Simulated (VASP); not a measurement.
Set up this calculation in VASP 6.6.1, as the native input.

| Item | Value |
| --- | --- |
| Task | single point |
| Functional | PBE |
| Potentials or basis | VASP PAW PBE potentials, release 64 (Be, Te, Hg) |
| Cutoff | 520 eV |
| k mesh | 6 × 6 × 6 |
| Occupations | fermi-dirac, width 0.02 eV |
| Spin | no spin polarisation |
| Dipole correction | no |
| Further INCAR settings | ALGO = Normal; EDIFF = 1e-06; NBANDS = 41 |

The structure of BeHg3Te4 lies in POSCAR:

```
BeHg3Te4
1.0
   -3.1704078549      3.1704078549      6.2993059277
    3.1704078549     -3.1704078549      6.2993059277
    3.1704078549      3.1704078549     -6.2993059277
Be Te Hg
1 4 3
Direct
    0.0000000000      0.0000000000      0.0000000000
    0.3377536524      0.3377536524      0.4476177369
    0.1098640845      0.6622463476      0.0000000000
    0.8901359155      0.8901359155      0.5523822631
    0.6622463476      0.1098640845      0.0000000000
    0.7500000000      0.2500000000      0.5000000000
    0.5000000000      0.5000000000      0.0000000000
    0.2500000000      0.7500000000      0.5000000000
```

These files were run (other wordings do the same):

INCAR

```
SYSTEM = BeHg3Te4
PREC = Accurate ; ENCUT = 520
EDIFF = 1E-6 ; ISMEAR = -1
SIGMA = 0.02 ; LREAL = .False.
LASPH = .True. ; NELM = 80
ALGO = Normal ; ISIF = 2
LWAVE = .False. ; LCHARG = .True.
GGA = PE ; LELF = .True.
LVHAR = .True. ; NBANDS = 41
```

KPOINTS

```
Automatic mesh
0
Gamma
  6 6 6
  0 0 0
```

Potentials or basis: VASP PAW PBE potentials, release 64 (Be, Te, Hg).

Command:

```sh
$ cat potpaw_PBE.64/Be/POTCAR potpaw_PBE.64/Te/POTCAR potpaw_PBE.64/Hg/POTCAR > POTCAR
$ mpirun -np 1 vasp_std > vasp.out
```

Results of the run:

```
Pressure               : 1.2 GPa
Largest force          : 0.140 eV/Å
Band gap on the k mesh : 0.07 eV
```

Caveat: spin-orbit coupling is left out, which moves the levels of the heavy elements.

Wall time 12 min on 1 thread of Intel Xeon 8259CL, with other jobs on the host, peak memory 0.63 GiB.
